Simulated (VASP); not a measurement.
The system is CoRu3.

```
Co Ru
1.0
     2.56633    0.00000    0.00000
    -1.28316    2.22250    0.00000
     0.00000    0.00000    8.86698
Co Ru
1 3
Cartesian
  0.0000 1.4817 4.4335
  0.0000 1.4817 0.0000
  1.2832 0.7408 2.2167
  1.2832 0.7408 6.6502
```

```yaml
Program: VASP 6.6.1
Task: relaxation of cell and atoms
Functional: PBE
Potentials_or_basis: VASP PAW PBE potentials, release 64 (Co, Ru_pv)
Cutoff: 600 eV
k_mesh: 6 × 6 × 2
Occupations: gaussian, width 0.1 eV
Spin: collinear spin, ferromagnetic start
Starting_moments: "[3.0, 0.0, 0.0, 0.0] μB"
```

At the start: pressure 18.2 GPa; volume 12.64 Å³/atom.

Problem. How do energy, volume and symmetry change on relaxing?

Solution. Over 12 steps the energy falls by 154.1 meV/atom and the volume is 13.19 Å³/atom (+4.3 %); space group P-6m2 (No. 187, to 0.1 Å) before and after; moment 1.63 μB per cell.

The path:
| step | energy change (eV) | largest force (eV/Å) | pressure (GPa) | volume (Å³) |
| --- | --- | --- | --- | --- |
| 1 | 0.0000 | 0.3111 | 18.18 | 50.57 |
| 2 | 0.3618 | 0.1134 | -27.82 | 61.28 |
| 3 | -0.4878 | 0.0987 | -8.84 | 54.85 |
| 4 | -0.5043 | 0.1068 | -7.55 | 54.58 |
| 5 | -0.5250 | 0.7464 | 8.09 | 51.59 |
| 6 | -0.6038 | 0.4297 | -0.17 | 52.97 |
| 7 | -0.6038 | 0.4356 | -0.04 | 52.94 |
| 8 | -0.6141 | 0.1818 | 0.25 | 52.79 |
| 9 | -0.6161 | 0.0205 | 0.44 | 52.69 |
| 10 | -0.6161 | 0.0109 | 0.41 | 52.69 |
| 11 | -0.6158 | 0.0212 | -0.78 | 52.92 |
| 12 | -0.6162 | 0.0022 | -0.05 | 52.77 |

Final structure:
```
Co Ru
1.0
     2.69509    0.00000    0.00000
    -1.34755    2.33402    0.00000
     0.00000    0.00000    8.38896
Co Ru
1 3
Direct
  0.33333 0.66667 0.50000
  0.33333 0.66667 0.00000
  0.66667 0.33333 0.25438
  0.66667 0.33333 0.74562
```

Caveat: the k points lie up to 0.45 Å⁻¹ apart in the final cell.
